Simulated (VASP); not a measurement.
# Pb (R-3m) in VASP: single point with PBEsol

Aim: the single point of Pb with PBEsol.

Program: VASP 6.6.1. These are calculated values, not measurements. Logs are shortened: lines on timing, memory, paths and dates and some standing lists are left out, and cuts for length are marked.

**1. The cell of the first run**

The structure is trigonal, space group R-3m (No. 166). The conventional cell has a = 4.705 Å, b = 4.705 Å, c = 12.240 Å, α = 90.00°, β = 90.00°, γ = 120.00°. Within 3.7 Å of Pb (site symmetry 3m) lie 4 Pb at 2.84 to 3.27 Å.

**2. Single point, PBEsol (strained and its atoms moved)**

Contents of INCAR:

```
  ALGO = Fast
  EDIFF = 1E-6
  ENCUT = 520
  GGA = PS
  ISIF = 2
  ISMEAR = 0
  LASPH = True
  LCHARG = False
  LREAL = False
  LWAVE = False
  NBANDS = 21
  NELM = 60
  PREC = Accurate
  SIGMA = 0.1
```

Contents of KPOINTS:

```
k-points
0
Gamma
  9 9 9
```

Contents of POSCAR:

```
Pb
1.0
    0.1375600022      3.4647237759      3.4647237759
    3.4647237759      0.1375600022      3.4647237759
    3.4647237759      3.4647237759      0.1375600022
Pb
2
Direct
    0.4916058409      0.4916058409      0.4916058409
    0.7583941591      0.7583941591      0.7583941591
```

Potentials or basis: VASP PAW PBE potentials, release 64 (Pb_d).

Command:

```
cat potpaw_PBE.64/Pb_d/POTCAR > POTCAR
mpirun -np 1 vasp_std > vasp.out
```

OUTCAR:

```text
EDIFF = 1E-6
   ENCUT = 520
   GGA = PS
   ISIF = 2
   ISMEAR = 0
   LASPH = True
   LREAL = False
   NELM = 60
   PREC = Accurate

 ion  position               nearest neighbor table
   1  0.492  0.492  0.492-   2 2.84   2 2.84   2 2.84   2 3.27
   2  0.758  0.758  0.758-   1 2.84   1 2.84   1 2.84   1 3.27

  LATTYP: Found a trigonal (rhomboedric) cell.
 ALAT       =     4.9017899221
 COS(alpha) =     0.5392779814

  Lattice vectors:

 A1 = (   0.1375600022,   3.4647237759,   3.4647237759)
 A2 = (   3.4647237759,   0.1375600022,   3.4647237759)
 A3 = (   3.4647237759,   3.4647237759,   0.1375600022)

Analysis of symmetry for initial positions (statically):
=====================================================================
 Subroutine PRICEL returns:
 Original cell was already a primitive cell.

 Routine SETGRP: Setting up the symmetry group for a
 trigonal (rhombohedral) supercell.

 Subroutine GETGRP returns: Found 12 space group operations
 (whereof  6 operations were pure point group operations)
 out of a pool of 12 trial point group operations.

The static configuration has the point symmetry C_3v.
 The point group associated with its full space group is D_3d.

Analysis of symmetry for dynamics (positions and initial velocities):
=====================================================================
 Subroutine PRICEL returns:
 Original cell was already a primitive cell.

 Routine SETGRP: Setting up the symmetry group for a
 trigonal (rhombohedral) supercell.

 Subroutine GETGRP returns: Found 12 space group operations
 (whereof  6 operations were pure point group operations)
 out of a pool of 12 trial point group operations.

The dynamic configuration has the point symmetry C_3v.
 The point group associated with its full space group is D_3d.

 Subroutine INISYM returns: Found 12 space group operations
 (whereof  6 operations are pure point group operations),
 and found     1 'primitive' translations

----------------------------------------------------------------------------------------

                                     Primitive cell

  volume of cell :      78.2319

  direct lattice vectors                    reciprocal lattice vectors
     0.137560002  3.464723776  3.464723776    -0.153203324  0.147352966  0.147352966
     3.464723776  0.137560002  3.464723776     0.147352966 -0.153203324  0.147352966
     3.464723776  3.464723776  0.137560002     0.147352966  0.147352966 -0.153203324

  length of vectors
     4.901789922  4.901789922  4.901789922     0.258644644  0.258644644  0.258644644

  position of ions in fractional coordinates (direct lattice)
     0.491605841  0.491605841  0.491605841
     0.758394159  0.758394159  0.758394159

  ion indices of the primitive-cell ions
   primitive index   ion index
                 1           1
                 2           2

----------------------------------------------------------------------------------------

 KPOINTS: k-points

Automatic generation of k-mesh.
 Grid dimensions read from file:
 generate k-points for:    9    9    9

 Generating k-lattice:

  Cartesian coordinates                     Fractional coordinates (reciprocal lattice)
    -0.017022592  0.016372552  0.016372552     0.111111111  0.000000000 -0.000000000
     0.016372552 -0.017022592  0.016372552     0.000000000  0.111111111 -0.000000000
     0.016372552  0.016372552 -0.017022592     0.000000000  0.000000000  0.111111111

  Length of vectors
     0.028738294  0.028738294  0.028738294

  Shift w.r.t. Gamma in fractional coordinates (k-lattice)
     0.000000000  0.000000000  0.000000000

 Subroutine IBZKPT returns following result:
 ===========================================

 Found     85 irreducible k-points:

 Following reciprocal coordinates:
            Coordinates               Weight
  0.000000  0.000000  0.000000      1.000000
  0.111111  0.000000  0.000000      6.000000
  0.222222 -0.000000 -0.000000      6.000000
  0.333333  0.000000 -0.000000      6.000000
  0.444444 -0.000000 -0.000000      6.000000
  0.111111  0.111111  0.000000      6.000000
[... 16 lines left out ...]
 -0.333333  0.333333  0.000000      6.000000
  0.444444  0.444444  0.000000      6.000000
 [... further k-points ...]
   k-points           NKPTS =     85   k-points in BZ     NKDIM =     85   number of bands    NBANDS=     21
   number of dos      NEDOS =    301   number of ions     NIONS =      2
   total plane-waves  NPLWV =  46656
   dimension x,y,z NGX =    36 NGY =   36 NGZ =   36
   dimension x,y,z NGXF=    72 NGYF=   72 NGZF=   72
   ions per type =               2
   NGX,Y,Z   is equivalent  to a cutoff of  12.21, 12.21, 12.21 a.u.
   NGXF,Y,Z  is equivalent  to a cutoff of  24.42, 24.42, 24.42 a.u.
 SYSTEM =  unknown system
   PREC   = accura    normal or accurate (medium, high low for compatibility)
   ISTART =      0    job   : 0-new  1-cont  2-samecut
   ICHARG =      2    charge: 1-file 2-atom 10-const
   ISPIN  =      1    spin polarized calculation?
   LNONCOLLINEAR =      F non collinear calculations
   LSORBIT =      F    spin-orbit coupling
   LASPH  =      T    aspherical Exc in radial PAW
   ENCUT  =  520.0 eV  38.22 Ry    6.18 a.u.   9.11  9.11  9.11*2*pi/ulx,y,z
   NELM   =     60;   NELMIN=  2; NELMDL= -5     # of ELM steps
   EDIFF  = 0.1E-05   stopping-criterion for ELM
   LREAL  =      F    real-space projection
   EDIFFG = 0.1E-04   stopping-criterion for IOM
   NSW    =      0    number of steps for IOM
   IBRION =     -1    ionic relax: 0-MD 1-quasi-New 2-CG
   NFREE  =      0    steps in history (QN), initial steepest desc. (CG)
   ISIF   =      2    stress and relaxation
   ISYM   =      2    0-nonsym 1-usesym 2-fastsym
   POTIM  = 0.5000    time-step for ionic-motion
   TEBEG  =    0.0;   TEEND  =   0.0 temperature during run
   PSTRESS=    0.0 pullay stress
   NELECT =      28.0000    total number of electrons
   NUPDOWN=      -1.0000    fix difference up-down
   EMIN   =  10.00;   EMAX   =-10.00  energy-range for DOS
   EFERMI =   0.00;   METHOD = LEGACY
   ISMEAR =     0;   SIGMA  =   0.10  broadening in eV -4-tet -1-fermi 0-gaus
   EFERMI_NEDOS =   21; number of points for ismear=-14 and -15
   IALGO  =     68    algorithm
   IMIX   =      4    mixing-type and parameters
     AMIX     =   0.40;   BMIX     =  1.00
     AMIX_MAG =   1.60;   BMIX_MAG =  1.00
  volume/ion in A,a.u.               =      39.12       263.97
  Fermi-wavevector in a.u.,A,eV,Ry     =   1.162339  2.196503 18.381911  1.351032
  Thomas-Fermi vector in A             =   2.298901
   LORBIT       =      0    0 simple, 1 ext, 2 COOP (PROOUT), +10 PAW based schemes
   GGA     = PS    functional components
   LHFCALC =     F    Hartree Fock is set to
   AEXX    =    0.0000 exact exchange contribution
   IVDW    =     0    specifies the selected vdW correction
   LEPSILON=     F    determine dielectric tensor
   LRPA    =     F    only Hartree local field effects (RPA)
 non-spin polarized calculation
 RMM-DIIS sequential band-by-band and
 Gauss-broadening in eV      SIGMA  =   0.10
  energy-cutoff  :      520.00
  volume of cell :       78.23
 maximum number of plane-waves:      2121
   NGX = 19   NGY = 19   NGZ = 19

 number of electron      28.0000001 magnetization

 Free energy of the ion-electron system (eV)
  ---------------------------------------------------
  ext. energy  EPLUGINS =         0.00000000
  ---------------------------------------------------
  free energy    TOTEN  =        -7.11241155 eV

  energy without entropy =       -7.11060223  energy(sigma->0) =       -7.11150689

 E-fermi :   4.5735     XC(G=0):  -8.7773

 val. band max:        4.5522686481   @ k =   0.1111   0.1111   0.1111
 cond. band min:       4.6390752024   @ k =   0.1111   0.1111   0.1111
 fundamental gap:      0.0868065544
 Fermi energy:         4.5735265748

 k-point     1 :       0.0000    0.0000    0.0000
  band No.  band energies     occupation
      1     -12.8270      2.00000
      2     -12.8270      2.00000
      3     -12.6738      2.00000
      4     -12.6738      2.00000
      5     -12.6437      2.00000
      6     -12.2401      2.00000
[... 13 lines left out ...]
     20      12.0634      0.00000
     21      12.7113      0.00000

 k-point     2 :       0.1111    0.0000    0.0000
  band No.  band energies     occupation
      1     -12.8465      2.00000
      2     -12.8370      2.00000
      3     -12.6801      2.00000
      4     -12.6482      2.00000
      5     -12.6249      2.00000
      6     -12.2447      2.00000
[... 13 lines left out ...]
     20      11.6574      0.00000
     21      12.0591      0.00000

 k-point     3 :       0.2222   -0.0000   -0.0000
  band No.  band energies     occupation
      1     -12.8790      2.00000
      2     -12.8517      2.00000
      3     -12.7006      2.00000
      4     -12.6023      2.00000
      5     -12.5875      2.00000
      6     -12.2599      2.00000
[... 13 lines left out ...]
     20      11.3533      0.00000
     21      11.7201      0.00000

 k-point     4 :       0.3333    0.0000   -0.0000
  band No.  band energies     occupation
      1     -12.9029      2.00000
      2     -12.8547      2.00000
      3     -12.7310      2.00000
      4     -12.5682      2.00000
      5     -12.5603      2.00000
      6     -12.2710      2.00000
[... 13 lines left out ...]
     20      11.7070      0.00000
     21      12.1163      0.00000

 k-point     5 :       0.4444   -0.0000   -0.0000
  band No.  band energies     occupation
      1     -12.9144      2.00000
      2     -12.8471      2.00000
      3     -12.7585      2.00000
      4     -12.5539      2.00000
      5     -12.5505      2.00000
      6     -12.2710      2.00000
[... 13 lines left out ...]
     20      12.5014      0.00000
     21      12.9852      0.00000
[... 382 lines left out ...]
     20      13.3258      0.00000
     21      14.2350      0.00000

 k-point    22 :      -0.4444    0.3333    0.0000
  band No.  band energies     occupation
      1     -12.9776      2.00000
      2     -12.8160      2.00000
      3     -12.7149      2.00000
      4     -12.4994      2.00000
      5     -12.4593      2.00000
      6     -12.3967      2.00000
[... 13 lines left out ...]
     20      13.1477      0.00000
     21      14.3504      0.00000

 k-point    23 :      -0.3333    0.3333    0.0000
  band No.  band energies     occupation
      1     -12.9920      2.00000
      2     -12.7981      2.00000
      3     -12.7277      2.00000
      4     -12.4911      2.00000
      5     -12.4321      2.00000
      6     -12.4138      2.00000
[... 13 lines left out ...]
     20      12.1125      0.00000
     21      14.8728      0.00000

 k-point    24 :       0.4444    0.4444    0.0000
  band No.  band energies     occupation
      1     -12.9153      2.00000
      2     -12.8698      2.00000
      3     -12.7107      2.00000
      4     -12.5702      2.00000
      5     -12.4877      2.00000
      6     -12.2988      2.00000
[... 13 lines left out ...]
     20      13.7722      0.00000
     21      14.5356      0.00000

 [... further k-points ...]
[... 5 lines left out ...]
  --------------------------------------------------------------------------------------
  -------------------------------------------------------------------------------------
  Total        1.5296267      1.5296267      1.5296267     -1.2876363     -1.2876363     -1.2876363
  in kB       31.3265181     31.3265181     31.3265181    -26.3705931    -26.3705931    -26.3705931
  external PRESSURE =      31.3265181 kB  Pullay stress =       0.0000000 kB

 VOLUME and BASIS-vectors are now :
 -----------------------------------------------------------------------------
  energy-cutoff  :      520.00
  volume of cell :       78.23
      direct lattice vectors                 reciprocal lattice vectors
     0.137560002  3.464723776  3.464723776    -0.153203324  0.147352966  0.147352966
     3.464723776  0.137560002  3.464723776     0.147352966 -0.153203324  0.147352966
     3.464723776  3.464723776  0.137560002     0.147352966  0.147352966 -0.153203324

 POSITION                                       TOTAL-FORCE (eV/Angst)
 -----------------------------------------------------------------------------------
      3.47418      3.47418      3.47418         0.647417      0.647417      0.647417
      5.35958      5.35958      5.35958        -0.647417     -0.647417     -0.647417
 -----------------------------------------------------------------------------------
    total drift:                                0.000000      0.000000      0.000000

  FREE ENERGIE OF THE ION-ELECTRON SYSTEM (eV)
  ---------------------------------------------------
  free  energy   TOTEN  =        -7.1124115483 eV

  energy  without entropy=       -7.1106022281  energy(sigma->0) =       -7.11150689
```

It took 90 s on 1 thread of Intel Xeon Platinum 8488C (Sapphire Rapids), shared host; peak memory 0.27 GiB.

Results:

| Item | Value |
| --- | --- |
| Free energy | -7.1124 eV |
| Pressure | 3.1 GPa |
| Largest force | 1.121 eV/Å |
| Band gap on the k mesh | zero (band 14 reaches 4.67 eV, above the bottom of band 15 at 3.92 eV) |

Forces in eV/Å, atoms in the order of the input:
```
Pb   0.647  0.647  0.647
Pb  -0.647 -0.647 -0.647
```

Stress tensor (GPa, compression positive):
```
 3.13 -2.64 -2.64
-2.64  3.13 -2.64
-2.64 -2.64  3.13
```

Caveat: the cell differs from its parent crystal (strained and its atoms moved); the PAW data sets were made with another functional, which shifts forces and pressure a little; spin-orbit coupling is left out, which moves the levels of the heavy elements.
